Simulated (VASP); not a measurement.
A run of VASP 6.6.1 is set up as follows.

The input INCAR:

```
ALGO     = Normal         # electronic algorithm
EDIFF    = 1E-6           # SCF threshold, eV
ENCUT    = 520            # plane-wave cutoff, eV
GGA      = PE             # functional
ISIF     = 2              # what is computed and relaxed
ISMEAR   = 0              # smearing method
LASPH    = True           # aspherical terms in the spheres
LCHARG   = False          # write CHGCAR
LREAL    = False          # projectors in reciprocal space
LWAVE    = False          # write WAVECAR
NBANDS   = 34             # bands
NELM     = 100            # most SCF steps
PREC     = Accurate       # precision mode
SIGMA    = 0.1            # smearing width, eV
```

Contents of KPOINTS:

```
k-points
0
Gamma
  6 6 10
```

The input POSCAR:

```
TaBiTe4
1.0
    5.0678850395     -5.1188811450      0.0000000000
    5.0678850395      5.1188811450      0.0000000000
    0.0000000000      0.0000000000      4.1154655658
Ta Bi Te
1 1 4
Direct
    0.5000000000      0.5000000000      0.5000000000
    0.0000000000      0.0000000000      0.0000000000
    0.6852149469      0.3147850531      0.0000000000
    0.3147850531      0.6852149469      0.0000000000
    0.7742992017      0.7742992017      0.5000000000
    0.2257007983      0.2257007983      0.5000000000
```

Potentials or basis: VASP PAW PBE potentials, release 64 (Ta_pv, Bi_d, Te).

The run is started by

```console
$ cat potpaw_PBE.64/Ta_pv/POTCAR potpaw_PBE.64/Bi_d/POTCAR potpaw_PBE.64/Te/POTCAR > POTCAR
$ mpirun -np 1 vasp_std > vasp.out
```

Task: What does it give for the largest force?

Result: 0.007 eV/Å.

Task: Estimate the band gap on the k mesh.

Result: Zero (bands 25 and 26 overlap by 0.53 eV).

Task: Estimate the pressure.

Result: 0.0 GPa.

Forces in eV/Å, atoms in the order of the input:
```
Ta   0.000  0.000  0.000
Bi   0.000  0.000  0.000
Te   0.000 -0.007  0.000
Te   0.000  0.007  0.000
Te   0.007  0.000  0.000
Te  -0.007  0.000  0.000
```

Caveat: spin-orbit coupling is left out, which moves the levels of the heavy elements.
